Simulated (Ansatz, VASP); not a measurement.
**One calculation of Os2I, two programs**

Contents of INCAR:

```
SYSTEM = Os2I
  PREC = Accurate
  ENCUT = 600
  EDIFF = 1E-7
  ISMEAR = 0
  SIGMA = 0.1
  LREAL = .FALSE.
  LASPH = .TRUE.
  NELM = 100
  ALGO = Normal
  ISIF = 3
  LWAVE = .FALSE.
  LCHARG = .FALSE.
  GGA = PE
  IBRION = 2
  NSW = 100
  EDIFFG = -0.01
```

Contents of KPOINTS:

```
regular mesh
0
G
  8 8 8
  0 0 0
```

POSCAR

```
Os2I
1.0
    5.6389220975      0.0000000000      0.0000000000
    0.0000000000      5.6389220975      0.0000000000
    0.0000000000      0.0000000000      5.6389220975
Os I
4 2
Direct
    0.2500000000      0.2500000000      0.2500000000
    0.2500000000      0.7500000000      0.7500000000
    0.7500000000      0.7500000000      0.2500000000
    0.7500000000      0.2500000000      0.7500000000
    0.0000000000      0.0000000000      0.0000000000
    0.5000000000      0.5000000000      0.5000000000
```

Input for Ansatz:

```yaml
crystal:
  lattice:
    - [5.6389220975, 0.0, 0.0]
    - [0.0, 5.6389220975, 0.0]
    - [0.0, 0.0, 5.6389220975]
  atoms:
    - { symbol: Os, position: [0.25, 0.25, 0.25] }
    - { symbol: Os, position: [0.25, 0.75, 0.75] }
    - { symbol: Os, position: [0.75, 0.75, 0.25] }
    - { symbol: Os, position: [0.75, 0.25, 0.75] }
    - { symbol: I, position: [0.0, 0.0, 0.0] }
    - { symbol: I, position: [0.5, 0.5, 0.5] }
basis:
  ecutwfc: 420
kpoints:
  mp_grid: { grid: [8, 8, 8] }
hamiltonian:
  xc: pbe
scf:
  occupations: { method: gaussian, width: 0.1 }
output:
  forces: true
  stress: true
  eigenvalues: true
relax:
  adjacent_minimum: "off"
  f_tol: 0.01
  max_steps: 80
  cell: { stress_tol: 0.05 }
```

Alike in both runs: task relaxation of cell and atoms; functional PBE; k mesh 8 × 8 × 8; occupations gaussian, width 0.1 eV; no spin polarisation.

```csv
,VASP,Ansatz
version,VASP 6.6.1,Ansatz 0.2.0
potentials or method,"VASP PAW PBE potentials, release 64 (Os, I), cutoff 600 eV","scalar-relativistic, plane waves, PAW"
valence electrons in the cell,46,98
```

|  | VASP | Ansatz | Ansatz less VASP |
| --- | --- | --- | --- |
| gap on the k mesh at the Fermi level, each at its own relaxed structure (eV) | none | none | - |
| relaxed volume (Å³/atom) | 29.83 | 29.80 | -0.029 |
| relaxed length of the cell vector where the two differ most in proportion (Å) | 5.635 | 5.633 | -0.0019 |

A gap of «none» marks a metal or a gap that the smearing closes. VASP's potentials hold 46 valence electrons a cell and Ansatz's 98, so a difference there can come from the potentials and not from the codes.

Neither program's run includes spin-orbit coupling.
